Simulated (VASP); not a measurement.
## SiC3: single point with PBE

Crystal: SiC3.

```
Si C
1.0
     2.66672    0.00000    0.00000
     0.00000    2.66672    0.00000
     0.00000    0.00000    7.54261
Si C
1 3
Direct
  0.00000 0.00000 0.50000
  0.00000 0.00000 0.00000
  0.50000 0.50000 0.75000
  0.50000 0.50000 0.25000
```

```json
{
 "Program": "VASP 6.6.1",
 "Task": "single point",
 "Functional": "PBE",
 "Potentials or basis": "VASP PAW PBE potentials, release 64 (Si, C)",
 "Cutoff": "600 eV",
 "k mesh": "6 × 6 × 2",
 "Occupations": "gaussian, width 0.1 eV",
 "Spin": "collinear spin, ferromagnetic start",
 "Starting moments": "[0.0, 1.0, 1.0, 1.0] μB"
}
```

The pressure is -24.2 GPa, the largest force is 0.037 eV/Å and the band gap on the k mesh is zero (filled and empty bands overlap). The net moment is 0.00 μB per cell and the valence electrons inside the program's atomic spheres are Si 1.44; C 1.92, 1.99.

Forces in eV/Å, atoms in the order of the input:
```
Si   0.000  0.000  0.000
C    0.000  0.000  0.000
C    0.000  0.000 -0.037
C    0.000  0.000  0.037
```

Stress tensor (GPa, compression positive):
```
-23.27   0.00   0.00
  0.00 -23.27   0.00
  0.00   0.00 -26.05
```

Levels at points of the mesh, in eV from the Fermi level:
Spin up:
```tsv
k point	band 5	band 6	band 7	band 8	band 9	band 10	band 11	band 12
(0.00, 0.00, 0.00)	-3.65	1.59	1.59	2.11	2.15	2.49	2.49	3.32
(0.50, 0.00, 0.00)	-5.01	-4.72	-1.13	-0.36	-0.33	0.71	3.16	3.23
(0.50, 0.50, 0.00)	-3.81	-1.92	-1.92	-1.83	-1.44	-1.44	-0.56	0.65
(0.00, 0.00, 0.50)	-1.24	-0.70	1.71	1.71	2.20	2.20	3.51	3.51
(0.50, 0.00, 0.50)	-3.88	-3.63	-3.39	-2.34	1.82	2.46	2.95	3.19
(0.50, 0.50, 0.50)	-3.53	-2.94	-2.94	-1.92	-0.16	0.00	0.00	0.62
```
Spin down:
```
           k point  band 6  band 7  band 8  band 9  band 10  band 11
(0.00, 0.00, 0.00)    1.59    1.59    2.11    2.15     2.49     2.49
(0.50, 0.00, 0.00)   -4.72   -1.13   -0.36   -0.33     0.71     3.16
(0.50, 0.50, 0.00)   -1.92   -1.92   -1.83   -1.43    -1.43    -0.56
(0.00, 0.00, 0.50)   -0.70    1.71    1.71    2.20     2.20     3.51
(0.50, 0.00, 0.50)   -3.63   -3.39   -2.34    1.82     2.46     2.95
(0.50, 0.50, 0.50)   -2.94   -2.94   -1.92   -0.16     0.00     0.00
```

Run time: 33 s on 1 thread of Intel(R) Xeon(R) Platinum 8375C CPU @ 2.90GHz (Ice Lake), on a shared host, peak memory 0.21 GiB.

Caveat: the k points lie up to 0.42 Å⁻¹ apart.
